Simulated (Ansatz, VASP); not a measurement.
# Two plane-wave programs on CuO

```
CELL_PARAMETERS angstrom
3.21728 0.00000 0.00000
0.00000 3.21728 0.00000
0.00000 0.00000 4.71072
ATOMIC_POSITIONS crystal
Cu 0.00000 0.00000 0.00000
Cu 0.50000 0.50000 0.00000
O 0.50000 0.00000 0.26700
O 0.00000 0.50000 0.73300
```

Alike in both runs: task single point; functional PBE; k mesh 8 × 8 × 6; occupations fermi-dirac, width 0.05 eV; no spin polarisation.

```csv
,VASP,Ansatz
version,VASP 6.6.1,Ansatz 0.2.0
potentials or method,"VASP PAW PBE potentials, release 64 (Cu, O)",Ansatz PAW soft_1
plane-wave cutoff (eV),520,420
valence electrons in the cell,34,50
```

VASP gave:

| Quantity | Value |
| --- | --- |
| gap on the k mesh at the Fermi level (eV) | none |
| pressure (GPa) | 10.8 |
| traceless stress, the component that is largest in VASP (GPa) | -22.25 |
| rms of the force components (eV/Å) | 0.517 |

Estimate Ansatz's values.

gap on the k mesh at the Fermi level (eV): none; pressure (GPa): 10.2; traceless stress, the component that is largest in VASP (GPa): -22.09; rms of the force components (eV/Å): 0.546.

Atom by atom the forces differ by 0.030 eV/Å (rms over components). A gap of «none» marks a metal or a gap that the smearing closes. VASP's potentials hold 34 valence electrons a cell and Ansatz's 50, so a difference there can come from the potentials and not from the codes.
